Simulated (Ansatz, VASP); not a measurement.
# W in VASP and in Ansatz

```
W
1.0
     2.71494    0.00000    0.00000
    -0.90498    2.55967    0.00000
     0.00000    0.00000   24.86690
W
5
Direct
  0.00000 0.00000 0.32470
  0.50000 0.50000 0.41064
  0.00000 0.00000 0.50000
  0.50000 0.50000 0.58936
  0.00000 0.00000 0.67530
```

Alike in both runs: functional LDA; k mesh 14 × 14 × 1; occupations fermi-dirac, width 0.1 eV; no spin polarisation.

Ansatz relaxed the structure, and its values are those at the end. VASP's run is a single point on that final structure, the one shown.

```csv
,VASP,Ansatz
version,VASP 6.6.1,Ansatz 0.2.0
potentials or method,"VASP PAW LDA potentials, release 64 (W_sv), cutoff 520 eV","all-electron LAPW, scalar-relativistic"
```

|  | VASP | Ansatz | Ansatz less VASP |
| --- | --- | --- | --- |
| rms of the force components (eV/Å) | 0.036 | 0.002 | -0.0343 |

LDA's correlation is that of Perdew and Zunger in VASP and of Perdew and Wang (1992) in Ansatz. Ansatz ran all-electron here, and VASP with PAW potentials.

Neither program's run includes spin-orbit coupling.
